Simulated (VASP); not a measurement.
# ZnS (P6_3mc) in VASP: a series of runs

ZnS is run at these levels: PBE; tasks: single point.

All numbers are computed with VASP 6.6.1; they aren't measurements. Logs are shortened: lines on timing, memory, paths and dates and some standing lists are left out, and cuts for length are marked.

### 1 The cell of the first run

Symmetry: P6_3mc, No. 186, hexagonal system. The conventional cell has a = 3.811 Å, b = 3.811 Å, c = 6.234 Å, α = 90.00°, β = 90.00°, γ = 120.00°. Within 3.1 Å of Zn (site symmetry 3m) lie 4 S at 2.33 to 2.34 Å. Within 3.1 Å of S (site symmetry 3m) lie 4 Zn at 2.33 to 2.34 Å.

### 2 Single point, PBE

Input file INCAR:

```
PREC     = Accurate       # precision mode
ENCUT    = 500            # plane-wave cutoff, eV
EDIFF    = 1E-6           # SCF threshold, eV
ISMEAR   = 0              # smearing method
SIGMA    = 0.02           # smearing width, eV
LREAL    = F              # projectors in reciprocal space
LASPH    = T              # aspherical terms in the spheres
NELM     = 120            # most SCF steps
ALGO     = Normal         # electronic algorithm
ISIF     = 2              # what is computed and relaxed
LWAVE    = F              # write WAVECAR
LCHARG   = F              # write CHGCAR
GGA      = PE             # functional
NBANDS   = 26             # bands
GGA_COMPAT= F
```

Input file KPOINTS:

```
Automatic mesh
0
Gamma
  9 9 6
```

Input file POSCAR:

```
ZnS
1.0
    3.8110000000      0.0000000000      0.0000000000
   -1.9055000000      3.3004228138      0.0000000000
    0.0000000000      0.0000000000      6.2340000000
Zn S
2 2
Direct
    0.3333333333      0.6666666667      0.0050933316
    0.6666666667      0.3333333333      0.5050933316
    0.3333333333      0.6666666667      0.3799066684
    0.6666666667      0.3333333333      0.8799066684
```

Potentials or basis: VASP PAW PBE potentials, release 64 (Zn, S).

On the command line:

```sh
cat potpaw_PBE.64/Zn/POTCAR potpaw_PBE.64/S/POTCAR > POTCAR
mpirun -np 1 vasp_std > vasp.out
```

OUTCAR:

```text
PREC = Accurate
   ENCUT = 500
   EDIFF = 1E-6
   ISMEAR = 0
   LREAL = F
   LASPH = T
   NELM = 120
   ISIF = 2
   GGA = PE

 ion  position               nearest neighbor table
   1  0.333  0.667  0.005-   4 2.33   4 2.33   4 2.33   3 2.34
   2  0.667  0.333  0.505-   3 2.33   3 2.33   3 2.33   4 2.34
   3  0.333  0.667  0.380-   2 2.33   2 2.33   2 2.33   1 2.34
   4  0.667  0.333  0.880-   1 2.33   1 2.33   1 2.33   2 2.34

  LATTYP: Found a hexagonal cell.
 ALAT       =     3.8110000000
 C/A-ratio  =     1.6357911309

  Lattice vectors:

 A1 = (   3.8110000000,   0.0000000000,   0.0000000000)
 A2 = (  -1.9055000000,   3.3004228138,   0.0000000000)
 A3 = (   0.0000000000,   0.0000000000,   6.2340000000)

Analysis of symmetry for initial positions (statically):
=====================================================================
 Subroutine PRICEL returns:
 Original cell was already a primitive cell.

 Routine SETGRP: Setting up the symmetry group for a
 hexagonal supercell.

 Subroutine GETGRP returns: Found 12 space group operations
 (whereof  6 operations were pure point group operations)
 out of a pool of 24 trial point group operations.

The static configuration has the point symmetry C_3v.
 The point group associated with its full space group is C_6v.

Analysis of symmetry for dynamics (positions and initial velocities):
=====================================================================
 Subroutine PRICEL returns:
 Original cell was already a primitive cell.

 Routine SETGRP: Setting up the symmetry group for a
 hexagonal supercell.

 Subroutine GETGRP returns: Found 12 space group operations
 (whereof  6 operations were pure point group operations)
 out of a pool of 24 trial point group operations.

The dynamic configuration has the point symmetry C_3v.
 The point group associated with its full space group is C_6v.

 Subroutine INISYM returns: Found 12 space group operations
 (whereof  6 operations are pure point group operations),
 and found     1 'primitive' translations

----------------------------------------------------------------------------------------

                                     Primitive cell

  volume of cell :      78.4107

  direct lattice vectors                    reciprocal lattice vectors
     3.811000000  0.000000000  0.000000000     0.262398321  0.151495741  0.000000000
    -1.905500000  3.300422814  0.000000000     0.000000000  0.302991482  0.000000000
     0.000000000  0.000000000  6.234000000     0.000000000  0.000000000  0.160410651

  length of vectors
     3.811000000  3.811000000  6.234000000     0.302991482  0.302991482  0.160410651

  position of ions in fractional coordinates (direct lattice)
     0.333333333  0.666666667  0.005093332
     0.666666667  0.333333333  0.505093332
     0.333333333  0.666666667  0.379906668
     0.666666667  0.333333333  0.879906668

  ion indices of the primitive-cell ions
   primitive index   ion index
                 1           1
                 2           2
                 3           3
                 4           4

----------------------------------------------------------------------------------------

 KPOINTS: Automatic mesh

Automatic generation of k-mesh.
 Grid dimensions read from file:
 generate k-points for:    9    9    6

 Generating k-lattice:

  Cartesian coordinates                     Fractional coordinates (reciprocal lattice)
     0.029155369  0.016832860  0.000000000     0.111111111  0.000000000  0.000000000
     0.000000000  0.033665720  0.000000000     0.000000000  0.111111111  0.000000000
     0.000000000  0.000000000  0.026735109     0.000000000  0.000000000  0.166666667

  Length of vectors
     0.033665720  0.033665720  0.026735109

  Shift w.r.t. Gamma in fractional coordinates (k-lattice)
     0.000000000  0.000000000  0.000000000

 Subroutine IBZKPT returns following result:
 ===========================================

 Found     48 irreducible k-points:

 Following reciprocal coordinates:
            Coordinates               Weight
  0.000000  0.000000  0.000000      1.000000
  0.111111 -0.000000  0.000000      6.000000
  0.222222  0.000000  0.000000      6.000000
  0.333333  0.000000  0.000000      6.000000
  0.444444  0.000000  0.000000      6.000000
  0.111111  0.111111  0.000000      6.000000
[... 16 lines left out ...]
  0.333333  0.222222  0.166667     24.000000
  0.333333  0.333333  0.166667      4.000000
 [... further k-points ...]
   k-points           NKPTS =     48   k-points in BZ     NKDIM =     48   number of bands    NBANDS=     26
   number of dos      NEDOS =    301   number of ions     NIONS =      4
   total plane-waves  NPLWV =  37632
   dimension x,y,z NGX =    28 NGY =   28 NGZ =   48
   dimension x,y,z NGXF=    56 NGYF=   56 NGZF=   96
   ions per type =               2   2
   NGX,Y,Z   is equivalent  to a cutoff of  12.21, 12.21, 12.80 a.u.
   NGXF,Y,Z  is equivalent  to a cutoff of  24.43, 24.43, 25.60 a.u.
 SYSTEM =  unknown system
   PREC   = accura    normal or accurate (medium, high low for compatibility)
   ISTART =      0    job   : 0-new  1-cont  2-samecut
   ICHARG =      2    charge: 1-file 2-atom 10-const
   ISPIN  =      1    spin polarized calculation?
   LNONCOLLINEAR =      F non collinear calculations
   LSORBIT =      F    spin-orbit coupling
   LASPH  =      T    aspherical Exc in radial PAW
   ENCUT  =  500.0 eV  36.75 Ry    6.06 a.u.   6.95  6.95 11.37*2*pi/ulx,y,z
   NELM   =    120;   NELMIN=  2; NELMDL= -5     # of ELM steps
   EDIFF  = 0.1E-05   stopping-criterion for ELM
   LREAL  =      F    real-space projection
   EDIFFG = 0.1E-04   stopping-criterion for IOM
   NSW    =      0    number of steps for IOM
   IBRION =     -1    ionic relax: 0-MD 1-quasi-New 2-CG
   NFREE  =      0    steps in history (QN), initial steepest desc. (CG)
   ISIF   =      2    stress and relaxation
   ISYM   =      2    0-nonsym 1-usesym 2-fastsym
   POTIM  = 0.5000    time-step for ionic-motion
   TEBEG  =    0.0;   TEEND  =   0.0 temperature during run
   PSTRESS=    0.0 pullay stress
   NELECT =      36.0000    total number of electrons
   NUPDOWN=      -1.0000    fix difference up-down
   EMIN   =  10.00;   EMAX   =-10.00  energy-range for DOS
   EFERMI =   0.00;   METHOD = LEGACY
   ISMEAR =     0;   SIGMA  =   0.02  broadening in eV -4-tet -1-fermi 0-gaus
   EFERMI_NEDOS =   21; number of points for ismear=-14 and -15
   IALGO  =     38    algorithm
   IMIX   =      4    mixing-type and parameters
     AMIX     =   0.40;   BMIX     =  1.00
     AMIX_MAG =   1.60;   BMIX_MAG =  1.00
  volume/ion in A,a.u.               =      19.60       132.29
  Fermi-wavevector in a.u.,A,eV,Ry     =   1.262943  2.386617 21.701647  1.595026
  Thomas-Fermi vector in A             =   2.396326
   LORBIT       =      0    0 simple, 1 ext, 2 COOP (PROOUT), +10 PAW based schemes
   GGA     = PE    functional components
   LHFCALC =     F    Hartree Fock is set to
   AEXX    =    0.0000 exact exchange contribution
   IVDW    =     0    specifies the selected vdW correction
   LEPSILON=     F    determine dielectric tensor
   LRPA    =     F    only Hartree local field effects (RPA)
 non-spin polarized calculation
 Gauss-broadening in eV      SIGMA  =   0.02
  energy-cutoff  :      500.00
  volume of cell :       78.41
 maximum number of plane-waves:      2008
 NGX is ok and might be reduce to    28
   NGX = 13   NGY = 13   NGZ = 23

 number of electron      35.9999996 magnetization

 Free energy of the ion-electron system (eV)
  ---------------------------------------------------
  ext. energy  EPLUGINS =         0.00000000
  ---------------------------------------------------
  free energy    TOTEN  =       -13.67515381 eV

  energy without entropy =      -13.67515381  energy(sigma->0) =      -13.67515381

 E-fermi :   2.2948     XC(G=0):  -9.6535

 val. band max:        2.1803689350   @ k =   0.0000   0.0000   0.0000
 cond. band min:       4.4010256423   @ k =   0.0000   0.0000   0.0000
 fundamental gap:      2.2206567073
 Fermi energy:         2.2947613732

 k-point     1 :       0.0000    0.0000    0.0000
  band No.  band energies     occupation
      1     -11.0261      2.00000
      2     -10.0785      2.00000
      3      -4.1841      2.00000
      4      -4.1716      2.00000
      5      -4.1716      2.00000
      6      -4.0887      2.00000
[... 18 lines left out ...]
     25       9.8719      0.00000
     26      11.4778      0.00000

 k-point     2 :       0.1111   -0.0000    0.0000
  band No.  band energies     occupation
      1     -10.9425      2.00000
      2     -10.0321      2.00000
      3      -4.1822      2.00000
      4      -4.1627      2.00000
      5      -4.1549      2.00000
      6      -4.0799      2.00000
[... 18 lines left out ...]
     25      10.2481      0.00000
     26      10.9374      0.00000

 k-point     3 :       0.2222    0.0000    0.0000
  band No.  band energies     occupation
      1     -10.7123      2.00000
      2      -9.9175      2.00000
      3      -4.1877      2.00000
      4      -4.1287      2.00000
      5      -4.1169      2.00000
      6      -4.0374      2.00000
[... 18 lines left out ...]
     25      10.4246      0.00000
     26      11.1376      0.00000

 k-point     4 :       0.3333    0.0000    0.0000
  band No.  band energies     occupation
      1     -10.4024      2.00000
      2      -9.8043      2.00000
      3      -4.1764      2.00000
      4      -4.0860      2.00000
      5      -4.0834      2.00000
      6      -3.9390      2.00000
[... 18 lines left out ...]
     25      10.8730      0.00000
     26      11.8930      0.00000

 k-point     5 :       0.4444    0.0000    0.0000
  band No.  band energies     occupation
      1     -10.1421      2.00000
      2      -9.7673      2.00000
      3      -4.1636      2.00000
      4      -4.0683      2.00000
      5      -3.9928      2.00000
      6      -3.8822      2.00000
[... 18 lines left out ...]
     25      11.2429      0.00000
     26      13.4401      0.00000

 k-point     6 :       0.1111    0.1111    0.0000
  band No.  band energies     occupation
      1     -10.7853      2.00000
      2      -9.9515      2.00000
      3      -4.1794      2.00000
      4      -4.1350      2.00000
      5      -4.1349      2.00000
      6      -4.0603      2.00000
[... 427 lines left out ...]
 k-point    21 :       0.4444    0.1111    0.1667
  band No.  band energies     occupation
      1     -10.0395      2.00000
      2      -9.7863      2.00000
      3      -4.1527      2.00000
      4      -4.0574      2.00000
      5      -3.9777      2.00000
      6      -3.8924      2.00000
[... 18 lines left out ...]
     25      11.5217      0.00000
     26      13.1390      0.00000

 k-point    22 :       0.2222    0.2222    0.1667
  band No.  band energies     occupation
      1     -10.2133      2.00000
      2      -9.8001      2.00000
      3      -4.1239      2.00000
      4      -4.0854      2.00000
      5      -4.0073      2.00000
      6      -3.9639      2.00000
[... 18 lines left out ...]
     25      10.6689      0.00000
     26      11.6115      0.00000

 k-point    23 :       0.3333    0.2222    0.1667
  band No.  band energies     occupation
      1      -9.9930      2.00000
      2      -9.7848      2.00000
      3      -4.1328      2.00000
      4      -4.0363      2.00000
      5      -3.9510      2.00000
      6      -3.8781      2.00000
[... 18 lines left out ...]
     25      11.4189      0.00000
     26      12.2157      0.00000

 k-point    24 :       0.3333    0.3333    0.1667
  band No.  band energies     occupation
      1      -9.8482      2.00000
      2      -9.8482      2.00000
      3      -4.1350      2.00000
      4      -3.9791      2.00000
      5      -3.9791      2.00000
      6      -3.8579      2.00000
[... 18 lines left out ...]
     25      12.2699      0.00000
     26      12.3067      0.00000

 [... further k-points ...]

------------------------ aborting loop because EDIFF is reached ----------------------------------------

  FORCE on cell =-STRESS in cart. coord.  units (eV):
  Direction    XX          YY          ZZ          XY          YZ          ZX
  --------------------------------------------------------------------------------------
  -------------------------------------------------------------------------------------
  Total        1.0802325      1.0802325      1.2391787      0.0000000      0.0000000      0.0000000
  in kB       22.0725484     22.0725484     25.3203201      0.0000000      0.0000000      0.0000000
  external PRESSURE =      23.1551389 kB  Pullay stress =       0.0000000 kB

 VOLUME and BASIS-vectors are now :
 -----------------------------------------------------------------------------
  energy-cutoff  :      500.00
  volume of cell :       78.41
      direct lattice vectors                 reciprocal lattice vectors
     3.811000000  0.000000000  0.000000000     0.262398321  0.151495741  0.000000000
    -1.905500000  3.300422814  0.000000000     0.000000000  0.302991482  0.000000000
     0.000000000  0.000000000  6.234000000     0.000000000  0.000000000  0.160410651

 POSITION                                       TOTAL-FORCE (eV/Angst)
 -----------------------------------------------------------------------------------
     -0.00000      2.20028      0.03175         0.000000     -0.000000      0.000198
      1.90550      1.10014      3.14875        -0.000000     -0.000000      0.000198
     -0.00000      2.20028      2.36834        -0.000000      0.000000     -0.000198
      1.90550      1.10014      5.48534        -0.000000     -0.000000     -0.000198
 -----------------------------------------------------------------------------------
    total drift:                               -0.000000     -0.000001     -0.000222

  FREE ENERGIE OF THE ION-ELECTRON SYSTEM (eV)
  ---------------------------------------------------
  free  energy   TOTEN  =       -13.6751538142 eV

  energy  without entropy=      -13.6751538142  energy(sigma->0) =      -13.67515381
```

Run time: 64 s. Hardware: 1 thread of Intel Xeon Platinum 8488C (Sapphire Rapids), shared host; peak memory 0.22 GiB.

What came out:

| Property | Result |
| --- | --- |
| Free energy | -13.6752 eV |
| Pressure | 2.3 GPa |
| Band gap on the k mesh | 2.22 eV |

A hybrid or GW would open this gap; PBE tends to underestimate it.

### 3 Single point, PBE

Input file INCAR:

```
SYSTEM = ZnS
PREC = Accurate
ENCUT = 500
EDIFF = 1E-6
ISMEAR = 0
SIGMA = 0.02
LREAL = .False.
LASPH = .True.
NELM = 120
ALGO = Normal
ISIF = 2
LWAVE = .False.
LCHARG = .False.
GGA = PE
NBANDS = 26
GGA_COMPAT = .False.
```

Input file KPOINTS:

```
Automatic mesh
0
Gamma
  9 9 6
  0 0 0
```

POSCAR is that of step 2.

Potentials or basis: VASP PAW PBE potentials, release 64 (Zn, S).

On the command line:

```sh
cat potpaw_PBE.64/Zn/POTCAR potpaw_PBE.64/S/POTCAR > POTCAR
mpirun -np 1 vasp_std > vasp.out
```

Run time: 80 s. Hardware: 1 thread of Intel Xeon Platinum 8488C (Sapphire Rapids), shared host; peak memory 0.22 GiB.

It converged, with:

```
Free energy            : -13.6752 eV
Pressure               : 2.3 GPa
Band gap on the k mesh : 2.22 eV
```

Stress tensor (GPa, compression positive):
```
2.21 0.00 0.00
0.00 2.21 0.00
0.00 0.00 2.53
```

Levels at points of the mesh, in eV from the valence-band top:
```
           k point  band 14  band 15  band 16  band 17  band 18  band 19  band 20  band 21  band 22  band 23
(0.00, 0.00, 0.00)    -0.90    -0.90    -0.07     0.00     0.00     2.22     3.09     6.30     6.30     6.60
(0.00, 0.00, 0.50)    -2.86    -0.47    -0.47    -0.47    -0.47     3.56     3.56     6.76     6.76     6.76
```
